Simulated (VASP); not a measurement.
# Nb (I4/mmm) in VASP: further runs

Nb is run at these levels: PBEsol; tasks: single point.

Everything below comes from runs of VASP 6.6.1. Logs are shortened: lines on timing, memory, paths and dates and some standing lists are left out, and cuts for length are marked.

### 1 The cell of the first run

Symmetry: I4/mmm, No. 139, tetragonal system. Conventional cell: a = 3.230 Å, b = 3.230 Å, c = 3.892 Å, α = 90.00°, β = 90.00°, γ = 90.00°. Within 4.0 Å of Nb (site symmetry 4/mmm) lie 14 Nb at 3.00 to 3.89 Å.

### 2 Single point, PBEsol (strain +0.080 along x and y, -0.080 along z)

INCAR reads:

```
PREC = Accurate ; ENCUT = 520
EDIFF = 1E-6 ; ISMEAR = 0
SIGMA = 0.15 ; LREAL = False
LASPH = True ; NELM = 100
ALGO = Fast ; ISIF = 2
LWAVE = False ; LCHARG = False
GGA = PS ; NBANDS = 12
```

KPOINTS reads:

```
Automatic mesh
0
Gamma
  20 20 20
```

POSCAR reads:

```
Nb
1.0
    0.0000000000      2.2842000000      1.9458000000
    2.2842000000      0.0000000000      1.9458000000
    2.2842000000      2.2842000000      0.0000000000
Nb
1
Direct
    0.0000000000      0.0000000000      0.0000000000
```

Potentials or basis: VASP PAW PBE potentials, release 64 (Nb_sv).

Launch:

```console
cat potpaw_PBE.64/Nb_sv/POTCAR > POTCAR
mpirun -np 1 vasp_std > vasp.out
```

OUTCAR:

```text
PREC = Accurate
   ENCUT = 520
   EDIFF = 1E-6
   ISMEAR = 0
   LREAL = False
   LASPH = True
   NELM = 100
   ISIF = 2
   GGA = PS

 ion  position               nearest neighbor table
   1  0.000  0.000  0.000-

  LATTYP: Found a body centered tetragonal cell.
 ALAT       =     3.2303466192
 C/A-ratio  =     1.2047004420

  Lattice vectors:

 A1 = (   0.0000000000,  -2.2842000000,  -1.9458000000)
 A2 = (   0.0000000000,   2.2842000000,  -1.9458000000)
 A3 = (   2.2842000000,   0.0000000000,   1.9458000000)

Analysis of symmetry for initial positions (statically):
=====================================================================
 Subroutine PRICEL returns:
 Original cell was already a primitive cell.

 Routine SETGRP: Setting up the symmetry group for a
 body centered tetragonal supercell.

 Subroutine GETGRP returns: Found 16 space group operations
 (whereof 16 operations were pure point group operations)
 out of a pool of 16 trial point group operations.

The static configuration has the point symmetry D_4h.

Analysis of symmetry for dynamics (positions and initial velocities):
=====================================================================
 Subroutine PRICEL returns:
 Original cell was already a primitive cell.

 Routine SETGRP: Setting up the symmetry group for a
 body centered tetragonal supercell.

 Subroutine GETGRP returns: Found 16 space group operations
 (whereof 16 operations were pure point group operations)
 out of a pool of 16 trial point group operations.

The dynamic configuration has the point symmetry D_4h.

 Subroutine INISYM returns: Found 16 space group operations
 (whereof 16 operations are pure point group operations),
 and found     1 'primitive' translations

----------------------------------------------------------------------------------------

                                     Primitive cell

  volume of cell :      20.3047

  direct lattice vectors                    reciprocal lattice vectors
     0.000000000  2.284200000  1.945800000    -0.218895018  0.218895018  0.256963717
     2.284200000  0.000000000  1.945800000     0.218895018 -0.218895018  0.256963717
     2.284200000  2.284200000  0.000000000     0.218895018  0.218895018 -0.256963717

  length of vectors
     3.000617816  3.000617816  3.230346619     0.402318791  0.402318791  0.402318791

  position of ions in fractional coordinates (direct lattice)
[... 83 lines left out ...]
   ISIF   =      2    stress and relaxation
   ISYM   =      2    0-nonsym 1-usesym 2-fastsym
   POTIM  = 0.5000    time-step for ionic-motion
   TEBEG  =    0.0;   TEEND  =   0.0 temperature during run
   PSTRESS=    0.0 pullay stress
   NELECT =      13.0000    total number of electrons
   NUPDOWN=      -1.0000    fix difference up-down
   EMIN   =  10.00;   EMAX   =-10.00  energy-range for DOS
   EFERMI =   0.00;   METHOD = LEGACY
   ISMEAR =     0;   SIGMA  =   0.15  broadening in eV -4-tet -1-fermi 0-gaus
   EFERMI_NEDOS =   21; number of points for ismear=-14 and -15
   IALGO  =     68    algorithm
   IMIX   =      4    mixing-type and parameters
     AMIX     =   0.40;   BMIX     =  1.00
     AMIX_MAG =   1.60;   BMIX_MAG =  1.00
  volume/ion in A,a.u.               =      20.30       137.02
  Fermi-wavevector in a.u.,A,eV,Ry     =   1.410990  2.666384 27.087724  1.990892
  Thomas-Fermi vector in A             =   2.532887
   LORBIT       =      0    0 simple, 1 ext, 2 COOP (PROOUT), +10 PAW based schemes
   GGA     = PS    functional components
   LHFCALC =     F    Hartree Fock is set to
   AEXX    =    0.0000 exact exchange contribution
   IVDW    =     0    specifies the selected vdW correction
   LEPSILON=     F    determine dielectric tensor
   LRPA    =     F    only Hartree local field effects (RPA)
 non-spin polarized calculation
 RMM-DIIS sequential band-by-band and
 Gauss-broadening in eV      SIGMA  =   0.15
  energy-cutoff  :      520.00
  volume of cell :       20.30
 maximum number of plane-waves:       562
   NGX = 11   NGY = 11   NGZ = 13

 number of electron      12.9999999 magnetization

 Free energy of the ion-electron system (eV)
  ---------------------------------------------------
  ext. energy  EPLUGINS =         0.00000000
  ---------------------------------------------------
  free energy    TOTEN  =       -10.64013676 eV

  energy without entropy =      -10.62234713  energy(sigma->0) =      -10.63124195

 E-fermi :   9.6036     XC(G=0): -12.0200

 val. band max:        9.5991822845   @ k =  -0.4000   0.1500   0.0500
 cond. band min:       9.6039247666   @ k =  -0.1000   0.2500   0.2000
 fundamental gap:      0.0047424821
 Fermi energy:         9.6035896964

 k-point     1 :       0.0000    0.0000    0.0000
  band No.  band energies     occupation
      1     -45.0029      2.00000
      2     -20.5367      2.00000
      3     -20.5320      2.00000
      4     -20.5320      2.00000
      5       3.7409      2.00000
      6       9.5912      1.09323
      7       9.5912      1.09323
      8      11.0905      0.00000
      9      11.1126      0.00000
     10      12.9105      0.00000
     11      21.8798      0.00000
     12      24.5548      0.00000
[... 331 lines left out ...]
 k-point    24 :      -0.3500    0.0500    0.0000
  band No.  band energies     occupation
      1     -44.8833      2.00000
      2     -21.3009      2.00000
      3     -20.7119      2.00000
      4     -20.5872      2.00000
      5       6.2257      2.00000
      6       9.1906      1.99990
      7       9.6635      0.57195
      8      10.8961      0.00000
      9      13.2140      0.00000
     10      13.3439      0.00000
     11      20.8223      0.00000
     12      22.3024      0.00000

 [... further k-points ...]

------------------------ aborting loop because EDIFF is reached ----------------------------------------

  FORCE on cell =-STRESS in cart. coord.  units (eV):
  Direction    XX          YY          ZZ          XY          YZ          ZX
  --------------------------------------------------------------------------------------
  -------------------------------------------------------------------------------------
  Total       -1.7731714     -1.7731714     -3.5535050      0.0000000      0.0000000      0.0000000
  in kB     -139.9151855   -139.9151855   -280.3955194      0.0000000      0.0000000      0.0000000
  external PRESSURE =    -186.7419634 kB  Pullay stress =       0.0000000 kB

 VOLUME and BASIS-vectors are now :
 -----------------------------------------------------------------------------
  energy-cutoff  :      520.00
  volume of cell :       20.30
      direct lattice vectors                 reciprocal lattice vectors
     0.000000000  2.284200000  1.945800000    -0.218895018  0.218895018  0.256963717
     2.284200000  0.000000000  1.945800000     0.218895018 -0.218895018  0.256963717
     2.284200000  2.284200000  0.000000000     0.218895018  0.218895018 -0.256963717

 POSITION                                       TOTAL-FORCE (eV/Angst)
 -----------------------------------------------------------------------------------
      0.00000      0.00000      0.00000        -0.000000      0.000000      0.000000
 -----------------------------------------------------------------------------------
    total drift:                                0.000000      0.000000      0.000000

  FREE ENERGIE OF THE ION-ELECTRON SYSTEM (eV)
  ---------------------------------------------------
  free  energy   TOTEN  =       -10.6401367629 eV

  energy  without entropy=      -10.6223471327  energy(sigma->0) =      -10.63124195
```

OSZICAR:

```text
N       E                     dE             d eps       ncg     rms          rms(c)
DAV:   1     0.113539610076E+03    0.11354E+03   -0.71728E+03 15456   0.106E+03
DAV:   2    -0.639422490852E+01   -0.11993E+03   -0.11570E+03 16632   0.380E+02
DAV:   3    -0.109529082814E+02   -0.45587E+01   -0.43391E+01 22184   0.640E+01
DAV:   4    -0.112542928180E+02   -0.30138E+00   -0.29947E+00 21944   0.151E+01
[... 13 lines left out ...]
RMM:  18    -0.106401486400E+02   -0.71002E-05   -0.21807E-05 23342   0.527E-02    0.540E-02
RMM:  19    -0.106401440165E+02    0.46235E-05   -0.77199E-06 15755   0.227E-02    0.423E-02
RMM:  20    -0.106401382742E+02    0.57424E-05   -0.12427E-05 20133   0.368E-02    0.202E-02
RMM:  21    -0.106401372596E+02    0.10145E-05   -0.58409E-06 15431   0.258E-02    0.116E-02
RMM:  22    -0.106401367629E+02    0.49674E-06   -0.43770E-06 14041   0.215E-02
   1 F= -.10640137E+02 E0= -.10631242E+02  d E =-.177896E-01
```

It took 3.8 min on 1 thread of Intel Xeon 8259CL, shared host; peak memory 0.27 GiB.

What came out:

* Free energy: -10.6401 eV
* Pressure: -18.7 GPa
* Band gap on the k mesh: zero (an odd number of electrons rules out a gap without spin polarisation)

Stress tensor (GPa, compression positive):
```
-13.99   0.00   0.00
  0.00 -13.99   0.00
  0.00   0.00 -28.04
```

Caveat: the cell differs from its parent crystal (strain +0.080 along x and y, -0.080 along z); the stress differs along the axes, from -28 to -14 GPa; the PAW data sets were made with another functional, which shifts forces and pressure a little.

### 3 Single point, PBEsol (strain +0.080 along x and y, -0.040 along z)

INCAR reads:

```
PREC = Accurate ; ENCUT = 520
EDIFF = 1E-6 ; ISMEAR = 0
SIGMA = 0.15 ; LREAL = F
LASPH = T ; NELM = 80
ALGO = Fast ; ISIF = 2
LWAVE = F ; LCHARG = T
GGA = PS ; LELF = T
LVHAR = T ; NBANDS = 12
```

KPOINTS reads:

```
regular mesh
0
Gamma
  20 20 20
```

POSCAR reads:

```
Nb
1.0
    0.0000000000      2.2842000000      2.0304000000
    2.2842000000      0.0000000000      2.0304000000
    2.2842000000      2.2842000000      0.0000000000
Nb
1
Direct
    0.0000000000      0.0000000000      0.0000000000
```

Potentials or basis: VASP PAW PBE potentials, release 64 (Nb_sv).

Launch:

```console
cat potpaw_PBE.64/Nb_sv/POTCAR > POTCAR
mpirun -np 1 vasp_std > vasp.out
```

Run time: 5.4 min. Hardware: 1 thread of Intel Xeon 8259CL, shared host; peak memory 0.27 GiB.

The run converged. Its results:

| Item | Value |
| --- | --- |
| Free energy | -10.4784 eV |
| Pressure | -21.9 GPa |
| Band gap on the k mesh | zero (an odd number of electrons rules out a gap without spin polarisation) |

Stress tensor (GPa, compression positive):
```
-17.67   0.00   0.00
  0.00 -17.67   0.00
  0.00   0.00 -30.45
```

Levels at points of the mesh, in eV from the Fermi level:
```csv
k point,band 3,band 4,band 5,band 6,band 7,band 8,band 9,band 10
"(0.00, 0.00, 0.00)",-30.33,-30.33,-5.81,-0.02,-0.02,1.08,1.67,3.00
"(0.50, 0.00, 0.00)",-30.51,-30.38,-3.31,-0.50,0.84,1.14,3.72,4.47
"(0.50, 0.50, 0.00)",-30.73,-30.73,-3.31,-2.81,4.08,4.42,4.57,4.57
"(0.50, 0.00, 0.50)",-30.66,-30.49,-3.35,-2.49,2.45,3.89,4.03,4.97
```

Caveat: the cell differs from its parent crystal (strain +0.080 along x and y, -0.040 along z); the stress differs along the axes, from -30 to -18 GPa; the PAW data sets were made with another functional, which shifts forces and pressure a little.

### 4 Single point, PBEsol (strain +0.080 along x and y, +0.000 along z)

INCAR reads:

```
SYSTEM = Nb
  ALGO = Fast
  EDIFF = 1E-6
  ENCUT = 520
  GGA = PS
  ISIF = 2
  ISMEAR = 0
  LASPH = .TRUE.
  LCHARG = .FALSE.
  LREAL = .FALSE.
  LWAVE = .FALSE.
  NBANDS = 12
  NELM = 60
  PREC = Accurate
  SIGMA = 0.15
```

KPOINTS reads:

```
k-points
0
G
  20 20 20
  0 0 0
```

POSCAR reads:

```
Nb
1.0
    0.0000000000      2.2842000000      2.1150000000
    2.2842000000      0.0000000000      2.1150000000
    2.2842000000      2.2842000000      0.0000000000
Nb
1
Direct
    0.0000000000      0.0000000000      0.0000000000
```

Launch:

```console
cat potpaw_PBE.64/Nb_sv/POTCAR > POTCAR
mpirun -np 1 vasp_std > vasp.out
```

Run time: 5.4 min. Hardware: 1 thread of Intel Xeon 8259CL, shared host; peak memory 0.27 GiB.

Results (log left out):

```
Free energy            : -10.3082 eV
Pressure               : -24.6 GPa
Band gap on the k mesh : zero (an odd number of electrons rules out a gap without spin polarisation)
```

Stress tensor (GPa, compression positive):
```
-21.27   0.00   0.00
  0.00 -21.27   0.00
  0.00   0.00 -31.18
```

Levels at points of the mesh, in eV from the Fermi level:
```csv
k point,band 3,band 4,band 5,band 6,band 7,band 8,band 9,band 10
"(0.00, 0.00, 0.00)",-30.51,-30.51,-5.75,0.01,0.01,0.72,1.79,2.66
"(0.50, 0.00, 0.00)",-30.65,-30.57,-3.23,-0.31,0.51,0.97,3.60,4.05
"(0.50, 0.50, 0.00)",-30.83,-30.83,-3.19,-2.64,3.67,3.79,4.28,4.28
"(0.50, 0.00, 0.50)",-30.79,-30.69,-3.23,-2.48,2.44,3.73,3.93,4.54
```

Caveat: the cell differs from its parent crystal (strain +0.080 along x and y, +0.000 along z); the stress differs along the axes, from -31 to -21 GPa; the PAW data sets were made with another functional, which shifts forces and pressure a little.

### 5 Overview

```tsv
cell	gap on the mesh (eV)	pressure (GPa)
a = 3.001, b = 3.001, c = 3.230 Å, angles 57.4, 57.4, 65.1°, 1 atom	none	-18.7
a = 3.056, b = 3.056, c = 3.230 Å, angles 58.1, 58.1, 63.8°, 1 atom	none	-21.9
a = 3.113, b = 3.113, c = 3.230 Å, angles 58.7, 58.7, 62.5°, 1 atom	none	-24.6
```

Alike in all rows: task single point; level PBEsol; potentials or basis VASP PAW PBE potentials, release 64 (Nb_sv); no spin polarisation; k mesh 20 × 20 × 20; cutoff (eV) 520; smearing gaussian 0.15 eV.

Caveats: the PAW data sets were made with another functional, which shifts forces and pressure a little; the stress differs along the axes, from -28 to -14 GPa (at least some runs); the stress differs along the axes, from -30 to -18 GPa (at least some runs); the stress differs along the axes, from -31 to -21 GPa (at least some runs).

Absolute energies hang on the potentials; compare differences alone.
